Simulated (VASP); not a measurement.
Wanted: the native input for a VASP 6.6.1 run.

```yaml
Task: single point
Functional: r2SCAN
Potentials_or_basis: VASP PAW PBE potentials, release 64 (Li_sv, H)
Cutoff: 520 eV
k_mesh: 9 × 9 × 6
Occupations: gaussian, width 0.01 eV
Spin: no spin polarisation
Dipole_correction: no
Further_INCAR_settings: ALGO = Normal; EDIFF = 1e-06; NBANDS = 12
```

Crystal: LiH.

```xyz
4
Lattice="3.1884 0.0000 0.0000 -1.5942 2.7612 0.0000 0.0000 0.0000 3.9860" Properties=species:S:1:pos:R:3 pbc="T T T"
Li    0.0000    1.8408    0.9965
Li    1.5942    0.9204    2.9895
H     1.5942    0.9204    0.9965
H     0.0000    1.8408    2.9895
```

The input as run:

POSCAR

```
LiH
1.0
    3.1883797939      0.0000000000      0.0000000000
   -1.5941898970      2.7612178984      0.0000000000
    0.0000000000      0.0000000000      3.9860027541
Li H
2 2
Direct
    0.3333333333      0.6666666667      0.2500000000
    0.6666666667      0.3333333333      0.7500000000
    0.6666666667      0.3333333333      0.2500000000
    0.3333333333      0.6666666667      0.7500000000
```

INCAR.step1

```
SYSTEM = LiH
PREC = Accurate
ENCUT = 520
ISMEAR = 0
SIGMA = 0.01
LREAL = .FALSE.
LASPH = .TRUE.
NELM = 100
NBANDS = 12
GGA = PE
ALGO = Normal
EDIFF = 1E-4
LWAVE = .TRUE.
LCHARG = .FALSE.
```

INCAR.step2

```
SYSTEM = LiH
PREC = Accurate
ENCUT = 520
EDIFF = 1E-6
ISMEAR = 0
SIGMA = 0.01
LREAL = .FALSE.
LASPH = .TRUE.
NELM = 100
ALGO = Normal
ISIF = 2
LWAVE = .FALSE.
LCHARG = .FALSE.
METAGGA = R2SCAN
LMIXTAU = .TRUE.
NBANDS = 12
ISTART = 1
```

KPOINTS

```
Automatic mesh
0
G
  9 9 6
  0 0 0
```

Potentials or basis: VASP PAW PBE potentials, release 64 (Li_sv, H).

The run is started by

```sh
$ cat potpaw_PBE.64/Li_sv/POTCAR potpaw_PBE.64/H/POTCAR > POTCAR
$ cp INCAR.step1 INCAR
$ mpirun -np 1 vasp_std > vasp.out
$ cp INCAR.step2 INCAR
$ mpirun -np 1 vasp_std > vasp.out
```

Results of the run:

- Band gap on the k mesh: 2.19 eV (least direct gap 3.57 eV)

Wall time 120 s on 1 thread of Intel Xeon 8259CL, with other jobs on the host, peak memory 0.15 GiB.
